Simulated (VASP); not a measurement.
The system is Sr.

```
Sr
1.0
     4.30000    0.00000    0.00000
    -2.15000    3.72391    0.00000
     0.00000    0.00000    7.02190
Sr
2
Direct
  0.33333 0.66667 0.25000
  0.66667 0.33333 0.75000
```

This isn't the form of Sr at room conditions, which is fcc.

```yaml
Program: VASP 6.6.1
Task: relaxation of cell and atoms
Functional: PBEsol
Potentials_or_basis: VASP PAW PBE potentials, release 64 (Sr_sv)
Cutoff: 600 eV
k_mesh: 6 × 6 × 3
Occupations: methfessel-paxton, width 0.05 eV
Spin: no spin polarisation
```

At the start: pressure -0.7 GPa; volume 56.22 Å³/atom.

Where does the relaxation end?

Over 8 steps the energy falls by 14.5 meV/atom and the volume is 52.90 Å³/atom (-5.9 %); space group P6_3/mmc (No. 194, to 0.1 Å) before and after.

Step by step:
```tsv
step	energy change (eV)	largest force (eV/Å)	pressure (GPa)	volume (Å³)
1	0.0000	0.0000	-0.68	112.44
2	-0.0147	0.0000	-0.36	108.60
3	-0.0213	0.0000	0.08	104.59
4	-0.0259	0.0000	0.19	104.11
5	-0.0270	0.0000	0.24	103.83
6	-0.0271	0.0000	0.26	103.72
7	-0.0289	0.0000	0.07	105.41
8	-0.0289	0.0000	0.02	105.80
```

Final structure:
```cif
data_structure
_symmetry_space_group_name_H-M 'P 1'
_symmetry_Int_Tables_number 1
_cell_length_a 4.2893
_cell_length_b 4.2893
_cell_length_c 6.6401
_cell_angle_alpha 90.000
_cell_angle_beta 90.000
_cell_angle_gamma 120.000
_cell_volume 105.80
loop_
_atom_site_label
_atom_site_type_symbol
_atom_site_fract_x
_atom_site_fract_y
_atom_site_fract_z
_atom_site_occupancy
Sr1 Sr 0.33333 0.66667 0.25000 1
Sr2 Sr 0.66667 0.33333 0.75000 1
```

Caveat: the PAW data sets were made with another functional, which shifts forces and pressure a little.
